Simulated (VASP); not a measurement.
Here is a VASP 6.6.1 calculation.

INCAR

```
SYSTEM = MgS
PREC = Accurate
ENCUT = 600
EDIFF = 1E-6
ISMEAR = 0
SIGMA = 0.02
LREAL = .FALSE.
LASPH = .TRUE.
NELM = 60
ALGO = Normal
ISIF = 3
LWAVE = .FALSE.
LCHARG = .FALSE.
GGA = PE
IBRION = 2
NSW = 65
EDIFFG = -0.01
```

Contents of KPOINTS:

```
regular mesh
0
G
  9 9 3
  0 0 0
```

POSCAR

```
MgS
1.0
    3.6979480323      0.0000000000      0.0000000000
   -1.8489740162      3.2025169379      0.0000000000
    0.0000000000      0.0000000000     15.0968651928
Mg S
5 5
Direct
    0.0000000000      0.0000000000      0.0000000000
    0.3333333333      0.6666666667      0.2000000000
    0.0000000000      0.0000000000      0.4000000000
    0.3333333333      0.6666666667      0.6000000000
    0.6666666667      0.3333333333      0.8000000000
    0.6666666667      0.3333333333      0.1000000000
    0.6666666667      0.3333333333      0.3000000000
    0.6666666667      0.3333333333      0.5000000000
    0.0000000000      0.0000000000      0.7000000000
    0.3333333333      0.6666666667      0.9000000000
```

Potentials or basis: VASP PAW PBE potentials, release 64 (Mg, S).

Command:

```console
$ cat potpaw_PBE.64/Mg/POTCAR potpaw_PBE.64/S/POTCAR > POTCAR
$ mpirun -np 1 vasp_std > vasp.out
```

**Question.** What does it give for the relaxed cell?

**Answer.** a = 3.661 Å, b = 3.661 Å, c = 15.605 Å, α = 90.00°, β = 90.00°, γ = 120.00°.

**Question.** What does it give for the relaxed volume?

**Answer.** 18.12 Å³/atom.

**Question.** Predict the space group after relaxing (to 0.1 Å).

**Answer.** P-3m1 (No. 164).

Final structure:
```
CELL_PARAMETERS angstrom
3.66124 0.00000 0.00000
-1.83062 3.17073 0.00000
0.00000 0.00000 15.60485
ATOMIC_POSITIONS crystal
Mg 0.00000 0.00000 0.99403
Mg 0.33333 0.66667 0.19540
Mg 0.00000 0.00000 0.40460
Mg 0.33333 0.66667 0.60597
Mg 0.66667 0.33333 0.80000
S 0.66667 0.33333 0.09127
S 0.66667 0.33333 0.30000
S 0.66667 0.33333 0.50873
S 0.00000 0.00000 0.70293
S 0.33333 0.66667 0.89707
```
